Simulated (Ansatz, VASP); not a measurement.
## Ni3Ge in VASP and in Ansatz

```
Ni Ge
1.0
     3.51413    0.00000    0.00000
     0.00000    3.51413    0.00000
     0.00000    0.00000    3.51413
Ni Ge
3 1
Direct
  0.50000 0.00000 0.50000
  0.00000 0.50000 0.50000
  0.50000 0.50000 0.00000
  0.00000 0.00000 0.00000
```

Alike in both runs: functional r2SCAN; dispersion D3(BJ); k mesh 12 × 12 × 12; occupations gaussian, width 0.1 eV; no spin polarisation.

Ansatz relaxed the structure, and its values are those at the end. VASP's run is a single point on that final structure, the one shown.

|  | VASP | Ansatz |
| --- | --- | --- |
| version | VASP 6.6.1 | Ansatz 0.2.0 |
| potentials or method | VASP PAW PBE potentials, release 64 (Ni, Ge_d), cutoff 520 eV | scalar-relativistic, plane waves, PAW |
| valence electrons in the cell | 44 | 68 |

```tsv
	VASP	Ansatz	Ansatz less VASP
gap on the k mesh at the Fermi level (eV)	none	none	-
pressure (GPa)	0.4	0.0	-0.35
```

VASP's potentials were made for PBE, not for r2SCAN. A gap of «none» marks a metal or a gap that the smearing closes. VASP's potentials hold 44 valence electrons a cell and Ansatz's 68, so a difference there can come from the potentials and not from the codes. Ansatz's warnings: dispersion damping borrowed.
